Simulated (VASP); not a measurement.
Wanted: the native input for a VASP 6.6.1 run.

```
Task                   : relaxation of shape and atoms at fixed volume
Functional             : r2SCAN
Potentials or basis    : VASP PAW PBE potentials, release 64 (Sn_d, Se)
Cutoff                 : 600 eV
k mesh                 : 9 × 9 × 4
Occupations            : gaussian, width 0.02 eV
Spin                   : no spin polarisation
Dipole correction      : no
Further INCAR settings : ALGO = Normal; EDIFF = 1e-06; IBRION = 2; EDIFFG = -0.01; NSW = 50; ISIF = 4
```

The system is SnSe2.

```
Sn Se
1.0
     3.87876    0.00000    0.00000
    -1.93938    3.35910    0.00000
     0.00000    0.00000    6.59097
Sn Se
1 2
Direct
  0.00000 0.00000 0.00000
  0.33333 0.66667 0.24115
  0.66667 0.33333 0.75885
```

These files were run (other wordings do the same):

POSCAR

```
SnSe2
1.0
    3.8787581868      0.0000000000      0.0000000000
   -1.9393790934      3.3591031249      0.0000000000
    0.0000000000      0.0000000000      6.5909673941
Sn Se
1 2
Direct
    0.0000000000      0.0000000000      0.0000000000
    0.3333333333      0.6666666667      0.2411469470
    0.6666666667      0.3333333333      0.7588530530
```

INCAR.step1

```
  ALGO = Normal
  EDIFF = 1E-4
  ENCUT = 600
  GGA = PE
  ISMEAR = 0
  LASPH = T
  LCHARG = F
  LREAL = F
  LWAVE = T
  NELM = 60
  PREC = Accurate
  SIGMA = 0.02
```

INCAR.step2

```
  ALGO = Normal
  EDIFF = 1E-6
  EDIFFG = -0.01
  ENCUT = 600
  IBRION = 2
  ISIF = 4
  ISMEAR = 0
  ISTART = 1
  LASPH = T
  LCHARG = F
  LMIXTAU = T
  LREAL = F
  LWAVE = F
  METAGGA = R2SCAN
  NELM = 60
  NSW = 50
  PREC = Accurate
  SIGMA = 0.02
```

KPOINTS

```
k-points
0
Gamma
  9 9 4
```

Potentials or basis: VASP PAW PBE potentials, release 64 (Sn_d, Se).

Command:

```sh
$ cat potpaw_PBE.64/Sn_d/POTCAR potpaw_PBE.64/Se/POTCAR > POTCAR
$ cp INCAR.step1 INCAR
$ mpirun -np 1 vasp_std > vasp.out
$ cp INCAR.step2 INCAR
$ mpirun -np 1 vasp_std > vasp.out
```

It gave:

```json
{
  "Energy gained by relaxing": "3.6 meV/atom",
  "Ionic steps": "7",
  "Pressure after relaxing": "-0.3 GPa",
  "Band gap on the k mesh": "1.10 eV (least direct gap 1.45 eV)"
}
```

Caveat: the PAW data sets were made with another functional, which shifts forces and pressure a little; spin-orbit coupling is left out, which moves the levels of the heavy elements.

It took 8.4 min on 1 thread of Intel(R) Xeon(R) 6975P-C (Granite Rapids) (shared host), peak memory 0.3 GiB.
